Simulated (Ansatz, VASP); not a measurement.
**Al: VASP beside Ansatz**

The input INCAR:

```
ALGO     = Normal         # electronic algorithm
EDIFF    = 1E-7           # SCF threshold, eV
EDIFFG   = -0.002         # ionic threshold
ENCUT    = 500            # plane-wave cutoff, eV
GGA      = PE             # functional
GGA_COMPAT= False        
IBRION   = 2              # ionic algorithm
ISIF     = 3              # what is computed and relaxed
ISMEAR   = 0              # smearing method
IVDW     = 12             # dispersion correction
LASPH    = True           # aspherical terms in the spheres
LCHARG   = False          # write CHGCAR
LREAL    = False          # projectors in reciprocal space
LWAVE    = False          # write WAVECAR
NELM     = 120            # most SCF steps
NELMIN   = 4            
NSW      = 100            # ionic steps
PREC     = Accurate       # precision mode
SIGMA    = 0.1            # smearing width, eV
```

Contents of KPOINTS:

```
k-points
0
Gamma
  18 18 18
```

File POSCAR:

```
Al
1.0
    0.0000000000      2.0100000000      2.0100000000
    2.0100000000      0.0000000000      2.0100000000
    2.0100000000      2.0100000000      0.0000000000
Al
1
Direct
    0.0000000000      0.0000000000      0.0000000000
```

Input for Ansatz:

```yaml
crystal:
  lattice:
    - [0.0, 2.01, 2.01]
    - [2.01, 0.0, 2.01]
    - [2.01, 2.01, 0.0]
  atoms:
    - { symbol: Al, position: [0.0, 0.0, 0.0] }
basis:
  ecutwfc: 420
kpoints:
  mp_grid: { grid: [18, 18, 18] }
hamiltonian:
  xc: pbe
  dispersion: d3bj
  pseudopotentials: { kind: paw, azcp: { folder: soft_1 } }
scf:
  occupations: { method: gaussian, width: 0.1 }
output:
  forces: true
  stress: true
  eigenvalues: true
relax:
  adjacent_minimum: "off"
  f_tol: 0.002
  max_steps: 80
  cell: { stress_tol: 0.02 }
```

Alike in both runs: task relaxation of cell and atoms; functional PBE; dispersion D3(BJ); k mesh 18 × 18 × 18; occupations gaussian, width 0.1 eV; no spin polarisation.

|  | VASP | Ansatz |
| --- | --- | --- |
| version | VASP 6.6.1 | Ansatz 0.2.0 |
| potentials or method | VASP PAW PBE potentials, release 64 (Al), cutoff 500 eV | scalar-relativistic, plane waves, PAW |
| valence electrons in the cell | 3 | 3 |

Ansatz gave:

- gap on the k mesh at the Fermi level, each at its own relaxed structure (eV): none
- relaxed volume (Å³/atom): 15.78
- relaxed cell length with the largest relative difference (Å): 2.816

Estimate VASP's values.

gap on the k mesh at the Fermi level, each at its own relaxed structure (eV): none; relaxed volume (Å³/atom): 15.78; relaxed cell length with the largest relative difference (Å): 2.815.

A gap of «none» marks a metal or a gap that the smearing closes.
